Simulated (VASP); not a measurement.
Wanted: the native input for a VASP 6.6.1 run.

| Item | Value |
| --- | --- |
| Task | density of states |
| Functional | PBE |
| Potentials or basis | VASP PAW PBE potentials, release 64 (Mo_sv, Si) |
| Cutoff | 520 eV |
| k mesh | 10 × 10 × 10 |
| Occupations | fermi-dirac, width 0.05 eV |
| Spin | no spin polarisation |
| Dipole correction | no |
| k mesh for the DOS | 15 × 15 × 15 |
| Occupations for the DOS | tetrahedron |
| Further INCAR settings | ALGO = Normal; EDIFF = 1e-07 |

Si2Mo (fluorite type):

```
CELL_PARAMETERS angstrom
0.00000 2.71773 2.71773
2.71773 0.00000 2.71773
2.71773 2.71773 0.00000
ATOMIC_POSITIONS crystal
Mo 0.00000 0.00000 0.00000
Si 0.25000 0.25000 0.25000
Si 0.75000 0.75000 0.75000
```

This cell differs from its parent crystal: volume scaled by 0.8.

One way to write it, as run:

POSCAR

```
Si2Mo
1.0
    0.0000000000      2.7177254361      2.7177254361
    2.7177254361      0.0000000000      2.7177254361
    2.7177254361      2.7177254361      0.0000000000
Mo Si
1 2
Direct
    0.0000000000      0.0000000000      0.0000000000
    0.2500000000      0.2500000000      0.2500000000
    0.7500000000      0.7500000000      0.7500000000
```

INCAR.step1

```
PREC = Accurate
ENCUT = 520
EDIFF = 1E-7
ISMEAR = -1
SIGMA = 0.05
LREAL = F
LASPH = T
NELM = 60
ALGO = Normal
ISIF = 2
LWAVE = F
LCHARG = T
LMAXMIX = 4
GGA = PE
NBANDS = 18
```

KPOINTS.step1

```
regular mesh
0
Gamma
  10 10 10
```

INCAR.step2

```
PREC = Accurate
ENCUT = 520
EDIFF = 1E-7
ISMEAR = -5
SIGMA = 0.05
LREAL = F
LASPH = T
NELM = 60
ALGO = Normal
ISIF = 2
LWAVE = F
LCHARG = F
LMAXMIX = 4
GGA = PE
LORBIT = 11
NEDOS = 1001
ICHARG = 11
```

KPOINTS.step2

```
regular mesh
0
Gamma
  15 15 15
```

Potentials or basis: VASP PAW PBE potentials, release 64 (Mo_sv, Si).

Run with:

```console
$ cat potpaw_PBE.64/Mo_sv/POTCAR potpaw_PBE.64/Si/POTCAR > POTCAR
$ cp INCAR.step1 INCAR
$ cp KPOINTS.step1 KPOINTS
$ mpirun -np 1 vasp_std > vasp.out
$ cp INCAR.step2 INCAR
$ cp KPOINTS.step2 KPOINTS
$ mpirun -np 1 vasp_std > vasp.out
```

Results of the run:

| Quantity | Value |
| --- | --- |
| Valence electrons inside the program's atomic spheres | Mo 13.48; Si 1.70 |

Wall time 34 s on 1 thread of AMD EPYC 9R45 96-Core Processor (Zen 5) (shared host), peak memory 0.18 GiB.
